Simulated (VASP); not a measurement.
# AlN (P6_3mc) in VASP: a series of runs

The runs below take AlN through relaxation of the atoms, with PBE.

Everything below comes from runs of VASP 6.6.1. Logs are shortened: lines on timing, memory, paths and dates and some standing lists are left out, and cuts for length are marked.

### 1 The cell of the first run

The structure is hexagonal, space group P6_3mc (No. 186). The conventional cell has a = 3.193 Å, b = 3.193 Å, c = 5.218 Å, α = 90.00°, β = 90.00°, γ = 120.00°. Al (site symmetry 3m) has 4 N at 1.94 to 1.99 Å within 2.6 Å. N (site symmetry 3m) has 4 Al at 1.94 to 1.99 Å within 2.6 Å.

### 2 Relaxation of the atoms, PBE

The input, INCAR:

```
SYSTEM = AlN
PREC = Accurate ; ENCUT = 520
EDIFF = 1E-6 ; ISMEAR = 0
SIGMA = 0.05 ; LREAL = .False.
LASPH = .True. ; NELM = 60
ALGO = Normal ; ISIF = 2
LWAVE = .False. ; LCHARG = .False.
GGA = PE ; IBRION = 2
NSW = 50 ; EDIFFG = -0.01
```

The input, KPOINTS:

```
regular mesh
0
Gamma
  9 9 6
  0 0 0
```

The input, POSCAR:

```
AlN
1.0
    3.1925000000      0.0000000000      0.0000000000
   -1.5962500000      2.7647861016      0.0000000000
    0.0000000000      0.0000000000      5.2176000000
Al N
2 2
Direct
    0.3333333333      0.6666666667      0.0017290859
    0.6666666667      0.3333333333      0.5017290859
    0.3333333333      0.6666666667      0.3832709141
    0.6666666667      0.3333333333      0.8832709141
```

Potentials or basis: VASP PAW PBE potentials, release 64 (Al, N).

Started as:

```sh
> cat potpaw_PBE.64/Al/POTCAR potpaw_PBE.64/N/POTCAR > POTCAR
> mpirun -np 1 vasp_std > vasp.out
```

OUTCAR:

```text
SYSTEM = AlN
   PREC = Accurate
   ENCUT = 520
   EDIFF = 1E-6
   ISMEAR = 0
   LREAL = .False.
   LASPH = .True.
   NELM = 60
   ISIF = 2
   GGA = PE
   IBRION = 2
   NSW = 50
   EDIFFG = -0.01

 ion  position               nearest neighbor table
   1  0.333  0.667  0.002-   4 1.94   4 1.94   4 1.94   3 1.99   2 3.19   2 3.19   2 3.19   2 3.19
                             2 3.19   2 3.19
   2  0.667  0.333  0.502-   3 1.94   3 1.94   3 1.94   4 1.99   1 3.19   1 3.19   1 3.19   1 3.19
                             1 3.19   1 3.19
   3  0.333  0.667  0.383-   2 1.94   2 1.94   2 1.94   1 1.99
   4  0.667  0.333  0.883-   1 1.94   1 1.94   1 1.94   2 1.99

  LATTYP: Found a hexagonal cell.
 ALAT       =     3.1925000000
 C/A-ratio  =     1.6343304620

  Lattice vectors:

 A1 = (   3.1925000000,   0.0000000000,   0.0000000000)
 A2 = (  -1.5962500000,   2.7647861016,   0.0000000000)
 A3 = (   0.0000000000,   0.0000000000,   5.2176000000)

Analysis of symmetry for initial positions (statically):
=====================================================================
 Subroutine PRICEL returns:
 Original cell was already a primitive cell.

 Routine SETGRP: Setting up the symmetry group for a
 hexagonal supercell.

 Subroutine GETGRP returns: Found 12 space group operations
 (whereof  6 operations were pure point group operations)
 out of a pool of 24 trial point group operations.

The static configuration has the point symmetry C_3v.
 The point group associated with its full space group is C_6v.

Analysis of symmetry for dynamics (positions and initial velocities):
=====================================================================
 Subroutine PRICEL returns:
 Original cell was already a primitive cell.

 Routine SETGRP: Setting up the symmetry group for a
 hexagonal supercell.

 Subroutine GETGRP returns: Found 12 space group operations
 (whereof  6 operations were pure point group operations)
 out of a pool of 24 trial point group operations.

The dynamic configuration has the point symmetry C_3v.
 The point group associated with its full space group is C_6v.

 Subroutine INISYM returns: Found 12 space group operations
 (whereof  6 operations are pure point group operations),
 and found     1 'primitive' translations

----------------------------------------------------------------------------------------

                                     Primitive cell

  volume of cell :      46.0536

  direct lattice vectors                    reciprocal lattice vectors
     3.192500000  0.000000000  0.000000000     0.313234143  0.180845817  0.000000000
    -1.596250000  2.764786102  0.000000000     0.000000000  0.361691633  0.000000000
     0.000000000  0.000000000  5.217600000     0.000000000  0.000000000  0.191659000

  length of vectors
     3.192500000  3.192500000  5.217600000     0.361691633  0.361691633  0.191659000

  position of ions in fractional coordinates (direct lattice)
     0.333333333  0.666666667  0.001729086
     0.666666667  0.333333333  0.501729086
     0.333333333  0.666666667  0.383270914
     0.666666667  0.333333333  0.883270914

  ion indices of the primitive-cell ions
   primitive index   ion index
                 1           1
                 2           2
                 3           3
                 4           4

----------------------------------------------------------------------------------------

 KPOINTS: regular mesh

Automatic generation of k-mesh.
 Grid dimensions read from file:
 generate k-points for:    9    9    6

 Generating k-lattice:

  Cartesian coordinates                     Fractional coordinates (reciprocal lattice)
     0.034803794  0.020093980  0.000000000     0.111111111 -0.000000000  0.000000000
     0.000000000  0.040187959  0.000000000     0.000000000  0.111111111  0.000000000
     0.000000000  0.000000000  0.031943167     0.000000000  0.000000000  0.166666667

  Length of vectors
     0.040187959  0.040187959  0.031943167

  Shift w.r.t. Gamma in fractional coordinates (k-lattice)
     0.000000000  0.000000000  0.000000000

 Subroutine IBZKPT returns following result:
 ===========================================

 Found     48 irreducible k-points:

 Following reciprocal coordinates:
            Coordinates               Weight
  0.000000  0.000000  0.000000      1.000000
  0.111111  0.000000  0.000000      6.000000
  0.222222 -0.000000  0.000000      6.000000
  0.333333 -0.000000  0.000000      6.000000
  0.444444 -0.000000  0.000000      6.000000
  0.111111  0.111111  0.000000      6.000000
[... 16 lines left out ...]
  0.333333  0.222222  0.166667     24.000000
  0.333333  0.333333  0.166667      4.000000
 [... further k-points ...]
   k-points           NKPTS =     48   k-points in BZ     NKDIM =     48   number of bands    NBANDS=     12
   number of dos      NEDOS =    301   number of ions     NIONS =      4
   total plane-waves  NPLWV =  23040
   dimension x,y,z NGX =    24 NGY =   24 NGZ =   40
   dimension x,y,z NGXF=    48 NGYF=   48 NGZF=   80
   ions per type =               2   2
   NGX,Y,Z   is equivalent  to a cutoff of  12.50, 12.50, 12.75 a.u.
   NGXF,Y,Z  is equivalent  to a cutoff of  25.00, 25.00, 25.49 a.u.
 SYSTEM =  AlN
   PREC   = accura    normal or accurate (medium, high low for compatibility)
   ISTART =      0    job   : 0-new  1-cont  2-samecut
   ICHARG =      2    charge: 1-file 2-atom 10-const
   ISPIN  =      1    spin polarized calculation?
   LNONCOLLINEAR =      F non collinear calculations
   LSORBIT =      F    spin-orbit coupling
   LASPH  =      T    aspherical Exc in radial PAW
   ENCUT  =  520.0 eV  38.22 Ry    6.18 a.u.   5.94  5.94  9.70*2*pi/ulx,y,z
   NELM   =     60;   NELMIN=  2; NELMDL= -5     # of ELM steps
   EDIFF  = 0.1E-05   stopping-criterion for ELM
   LREAL  =      F    real-space projection
   EDIFFG = -.1E-01   stopping-criterion for IOM
   NSW    =     50    number of steps for IOM
   IBRION =      2    ionic relax: 0-MD 1-quasi-New 2-CG
   NFREE  =      1    steps in history (QN), initial steepest desc. (CG)
   ISIF   =      2    stress and relaxation
   ISYM   =      2    0-nonsym 1-usesym 2-fastsym
   POTIM  = 0.5000    time-step for ionic-motion
   TEBEG  =    0.0;   TEEND  =   0.0 temperature during run
   PSTRESS=    0.0 pullay stress
   NELECT =      16.0000    total number of electrons
   NUPDOWN=      -1.0000    fix difference up-down
   EMIN   =  10.00;   EMAX   =-10.00  energy-range for DOS
   EFERMI =   0.00;   METHOD = LEGACY
   ISMEAR =     0;   SIGMA  =   0.05  broadening in eV -4-tet -1-fermi 0-gaus
   EFERMI_NEDOS =   21; number of points for ismear=-14 and -15
   IALGO  =     38    algorithm
   IMIX   =      4    mixing-type and parameters
     AMIX     =   0.40;   BMIX     =  1.00
     AMIX_MAG =   1.60;   BMIX_MAG =  1.00
  volume/ion in A,a.u.               =      11.51        77.70
  Fermi-wavevector in a.u.,A,eV,Ry     =   1.150872  2.174833 18.021008  1.324507
  Thomas-Fermi vector in A             =   2.287533
   LORBIT       =      0    0 simple, 1 ext, 2 COOP (PROOUT), +10 PAW based schemes
   GGA     = PE    functional components
   LHFCALC =     F    Hartree Fock is set to
   AEXX    =    0.0000 exact exchange contribution
   IVDW    =     0    specifies the selected vdW correction
   LEPSILON=     F    determine dielectric tensor
   LRPA    =     F    only Hartree local field effects (RPA)
 conjugate gradient relaxation of ions
 non-spin polarized calculation
 Gauss-broadening in eV      SIGMA  =   0.05
  energy-cutoff  :      520.00
  volume of cell :       46.05
 maximum number of plane-waves:      1272
 NGX is ok and might be reduce to    24
   NGX = 11   NGY = 11   NGZ = 19

--------------------------------------- Ionic step        1  -------------------------------------------

 number of electron      16.0000004 magnetization

 Free energy of the ion-electron system (eV)
  ---------------------------------------------------
  ext. energy  EPLUGINS =         0.00000000
  ---------------------------------------------------
  free energy    TOTEN  =       -29.61876646 eV

  energy without entropy =      -29.61876646  energy(sigma->0) =      -29.61876646

------------------------ aborting loop because EDIFF is reached ----------------------------------------

  FORCE on cell =-STRESS in cart. coord.  units (eV):
  Direction    XX          YY          ZZ          XY          YZ          ZX
  --------------------------------------------------------------------------------------
  -------------------------------------------------------------------------------------
  Total       -3.2804437     -3.2804437     -4.6827700      0.0000000      0.0000000      0.0000000
  in kB     -114.1247767   -114.1247767   -162.9109165      0.0000000      0.0000000      0.0000000
  external PRESSURE =    -130.3868233 kB  Pullay stress =       0.0000000 kB
[... 61 lines left out ...]
  energy  without entropy=      -29.6207771751  energy(sigma->0) =      -29.62077718

--------------------------------------- Ionic step        3  -------------------------------------------

 number of electron      16.0000004 magnetization

 Free energy of the ion-electron system (eV)
  ---------------------------------------------------
  ext. energy  EPLUGINS =         0.00000000
  ---------------------------------------------------
  free energy    TOTEN  =       -29.62081834 eV

  energy without entropy =      -29.62081834  energy(sigma->0) =      -29.62081834

 E-fermi :   5.3888     XC(G=0): -10.4936

 val. band max:        5.1458042922   @ k =   0.0000   0.0000   0.0000
 cond. band min:       8.5955073377   @ k =   0.0000   0.0000   0.0000
 fundamental gap:      3.4497030455
 Fermi energy:         5.3888217644

 k-point     1 :       0.0000    0.0000    0.0000
  band No.  band energies     occupation
      1      -9.3713      2.00000
      2      -7.5875      2.00000
      3      -0.3891      2.00000
      4       4.5243      2.00000
      5       4.5244      2.00000
      6       5.0979      2.00000
      7       5.0979      2.00000
      8       5.1458      2.00000
      9       8.5955      0.00000
     10      11.2582      0.00000
     11      14.9563      0.00000
     12      15.8785      0.00000
[... 331 lines left out ...]
 k-point    24 :       0.3333    0.3333    0.1667
  band No.  band energies     occupation
      1      -7.1807      2.00000
      2      -7.1807      2.00000
      3       0.9845      2.00000
      4       1.2727      2.00000
      5       1.2727      2.00000
      6       2.7466      2.00000
      7       3.4443      2.00000
      8       3.4443      2.00000
      9      10.4867      0.00000
     10      13.1419      0.00000
     11      13.6904      0.00000
     12      13.6904      0.00000

 [... further k-points ...]

------------------------ aborting loop because EDIFF is reached ----------------------------------------

  FORCE on cell =-STRESS in cart. coord.  units (eV):
  Direction    XX          YY          ZZ          XY          YZ          ZX
  --------------------------------------------------------------------------------------
  -------------------------------------------------------------------------------------
  Total       -3.3765495     -3.3765495     -4.5455560      0.0000000      0.0000000      0.0000000
  in kB     -117.4682446   -117.4682446   -158.1373173      0.0000000      0.0000000      0.0000000
  external PRESSURE =    -131.0246021 kB  Pullay stress =       0.0000000 kB
[... 19 lines left out ...]
  FREE ENERGIE OF THE ION-ELECTRON SYSTEM (eV)
  ---------------------------------------------------
  free  energy   TOTEN  =       -29.6208183357 eV

  energy  without entropy=      -29.6208183357  energy(sigma->0) =      -29.62081834

 reached required accuracy - stopping structural energy minimisation
```

Run time: 60 s. Hardware: 1 thread of Intel Xeon 8259CL, shared host; peak memory 0.16 GiB.

Results:

```yaml
Free_energy: -29.6208 eV
Energy_gained_by_relaxing: 0.5 meV/atom
Ionic_steps: 3
Pressure_after_relaxing: -13.1 GPa
Band_gap_on_the_k_mesh: 3.45 eV
```

Step by step:
```tsv
step	energy change (eV)	largest force (eV/Å)	pressure (GPa)
1	0.0000	0.1342	-13.04
2	-0.0020	0.0190	-13.10
3	-0.0021	0.0000	-13.10
```

Final structure:
```
Al N
1.0
     3.19250    0.00000    0.00000
    -1.59625    2.76479    0.00000
     0.00000    0.00000    5.21760
Al N
2 2
Direct
  0.33333 0.66667 0.00316
  0.66667 0.33333 0.50316
  0.33333 0.66667 0.38184
  0.66667 0.33333 0.88184
```

### 3 Relaxation of the atoms, PBE

This run uses another cell than the first one, of 11.68 Å³/atom.

The input, INCAR:

```
PREC = Accurate
ENCUT = 520
EDIFF = 1E-7
ISMEAR = 0
SIGMA = 0.05
LREAL = False
LASPH = True
NELM = 60
ALGO = Normal
ISIF = 2
LWAVE = False
LCHARG = False
GGA = PE
IBRION = 2
NSW = 50
EDIFFG = -0.01
```

The input, KPOINTS:

```
Automatic mesh
0
Gamma
  9 9 6
```

The input, POSCAR:

```
AlN
1.0
    3.0986000000      0.0000000000      0.0000000000
   -1.5493000000      2.6834663162      0.0000000000
    0.0000000000      0.0000000000      5.6190000000
Al N
2 2
Direct
    0.3333333333      0.6666666667      0.0017290859
    0.6666666667      0.3333333333      0.5017290859
    0.3333333333      0.6666666667      0.3832709141
    0.6666666667      0.3333333333      0.8832709141
```

Potentials or basis: VASP PAW PBE potentials, release 64 (Al, N).

Started as:

```sh
> cat potpaw_PBE.64/Al/POTCAR potpaw_PBE.64/N/POTCAR > POTCAR
> mpirun -np 1 vasp_std > vasp.out
```

OUTCAR:

```text
PREC = Accurate
   ENCUT = 520
   EDIFF = 1E-7
   ISMEAR = 0
   LREAL = False
   LASPH = True
   NELM = 60
   ISIF = 2
   GGA = PE
   IBRION = 2
   NSW = 50
   EDIFFG = -0.01

 ion  position               nearest neighbor table
   1  0.333  0.667  0.002-   4 1.91   4 1.91   4 1.91   3 2.14   2 3.33   2 3.33   2 3.33   2 3.33
                             2 3.33   2 3.33
   2  0.667  0.333  0.502-   3 1.91   3 1.91   3 1.91   4 2.14   1 3.33   1 3.33   1 3.33   1 3.33
                             1 3.33   1 3.33
   3  0.333  0.667  0.383-   2 1.91   2 1.91   2 1.91   1 2.14
   4  0.667  0.333  0.883-   1 1.91   1 1.91   1 1.91   2 2.14

  LATTYP: Found a hexagonal cell.
 ALAT       =     3.0986000000
 C/A-ratio  =     1.8133995998

  Lattice vectors:

 A1 = (   3.0986000000,   0.0000000000,   0.0000000000)
 A2 = (  -1.5493000000,   2.6834663162,   0.0000000000)
 A3 = (   0.0000000000,   0.0000000000,   5.6190000000)

Analysis of symmetry for initial positions (statically):
=====================================================================
 Subroutine PRICEL returns:
 Original cell was already a primitive cell.

 Routine SETGRP: Setting up the symmetry group for a
 hexagonal supercell.

 Subroutine GETGRP returns: Found 12 space group operations
 (whereof  6 operations were pure point group operations)
 out of a pool of 24 trial point group operations.

The static configuration has the point symmetry C_3v.
 The point group associated with its full space group is C_6v.

Analysis of symmetry for dynamics (positions and initial velocities):
=====================================================================
 Subroutine PRICEL returns:
 Original cell was already a primitive cell.

 Routine SETGRP: Setting up the symmetry group for a
 hexagonal supercell.

 Subroutine GETGRP returns: Found 12 space group operations
 (whereof  6 operations were pure point group operations)
 out of a pool of 24 trial point group operations.

The dynamic configuration has the point symmetry C_3v.
[... 146 lines left out ...]
 number of electron      15.9999997 magnetization

 Free energy of the ion-electron system (eV)
  ---------------------------------------------------
  ext. energy  EPLUGINS =         0.00000000
  ---------------------------------------------------
  free energy    TOTEN  =       -29.17977554 eV

  energy without entropy =      -29.17977554  energy(sigma->0) =      -29.17977554

------------------------ aborting loop because EDIFF is reached ----------------------------------------

  FORCE on cell =-STRESS in cart. coord.  units (eV):
  Direction    XX          YY          ZZ          XY          YZ          ZX
  --------------------------------------------------------------------------------------
  -------------------------------------------------------------------------------------
  Total       -0.1664017     -0.1664017     -9.7140641     -0.0000000      0.0000000      0.0000000
  in kB       -5.7062096     -5.7062096   -333.1124390     -0.0000000      0.0000000      0.0000000
  external PRESSURE =    -114.8416194 kB  Pullay stress =       0.0000000 kB
[... 63 lines left out ...]
--------------------------------------- Ionic step        3  -------------------------------------------

 number of electron      15.9999996 magnetization

 Free energy of the ion-electron system (eV)
  ---------------------------------------------------
  ext. energy  EPLUGINS =         0.00000000
  ---------------------------------------------------
  free energy    TOTEN  =       -29.18768684 eV

  energy without entropy =      -29.18768684  energy(sigma->0) =      -29.18768684

 E-fermi :   5.4286     XC(G=0): -10.4361

 val. band max:        5.1625406855   @ k =   0.0000   0.0000   0.0000
 cond. band min:       7.9202451083   @ k =   0.0000   0.0000   0.0000
 fundamental gap:      2.7577044228
 Fermi energy:         5.4286419628

 k-point     1 :       0.0000    0.0000    0.0000
  band No.  band energies     occupation
      1      -9.4337      2.00000
      2      -8.0486      2.00000
      3      -0.7148      2.00000
      4       4.5996      2.00000
      5       4.8111      2.00000
      6       4.8111      2.00000
      7       5.1625      2.00000
      8       5.1625      2.00000
      9       7.9202      0.00000
     10      11.9577      0.00000
     11      14.1017      0.00000
     12      15.4955      0.00000
[... 331 lines left out ...]
 k-point    24 :       0.3333    0.3333    0.1667
  band No.  band energies     occupation
      1      -7.1772      2.00000
      2      -7.1772      2.00000
      3       1.0165      2.00000
      4       1.2633      2.00000
      5       1.2633      2.00000
      6       2.3737      2.00000
      7       3.2953      2.00000
      8       3.2953      2.00000
      9       9.8661      0.00000
     10      12.8425      0.00000
     11      12.9744      0.00000
     12      12.9744      0.00000

 [... further k-points ...]

------------------------ aborting loop because EDIFF is reached ----------------------------------------

  FORCE on cell =-STRESS in cart. coord.  units (eV):
  Direction    XX          YY          ZZ          XY          YZ          ZX
  --------------------------------------------------------------------------------------
  -------------------------------------------------------------------------------------
  Total       -0.4375507     -0.4375507    -10.1650522     -0.0000000      0.0000000      0.0000000
  in kB      -15.0043866    -15.0043866   -348.5776199     -0.0000000      0.0000000      0.0000000
  external PRESSURE =    -126.1954644 kB  Pullay stress =       0.0000000 kB
[... 19 lines left out ...]
  FREE ENERGIE OF THE ION-ELECTRON SYSTEM (eV)
  ---------------------------------------------------
  free  energy   TOTEN  =       -29.1876868398 eV

  energy  without entropy=      -29.1876868398  energy(sigma->0) =      -29.18768684

 reached required accuracy - stopping structural energy minimisation
```

It took 72 s on 1 thread of Intel Xeon 8259CL, shared host; peak memory 0.17 GiB.

Results:

```yaml
Free_energy: -29.1877 eV
Energy_gained_by_relaxing: 2.0 meV/atom
Ionic_steps: 3
Pressure_after_relaxing: -12.6 GPa
Band_gap_on_the_k_mesh: 2.76 eV
```

The path:
```
step  energy change (eV)  largest force (eV/Å)  pressure (GPa)
   1              0.0000                0.2125          -11.48
   2             -0.0064                0.0967          -12.14
   3             -0.0079                0.0012          -12.62
```

Final structure:
```cif
data_structure
_symmetry_space_group_name_H-M 'P 1'
_symmetry_Int_Tables_number 1
_cell_length_a 3.0986
_cell_length_b 3.0986
_cell_length_c 5.6190
_cell_angle_alpha 90.000
_cell_angle_beta 90.000
_cell_angle_gamma 120.000
_cell_volume 46.72
loop_
_atom_site_label
_atom_site_type_symbol
_atom_site_fract_x
_atom_site_fract_y
_atom_site_fract_z
_atom_site_occupancy
Al1 Al 0.33333 0.66667 0.00497 1
Al2 Al 0.66667 0.33333 0.50497 1
N1 N 0.33333 0.66667 0.38003 1
N2 N 0.66667 0.33333 0.88003 1
```
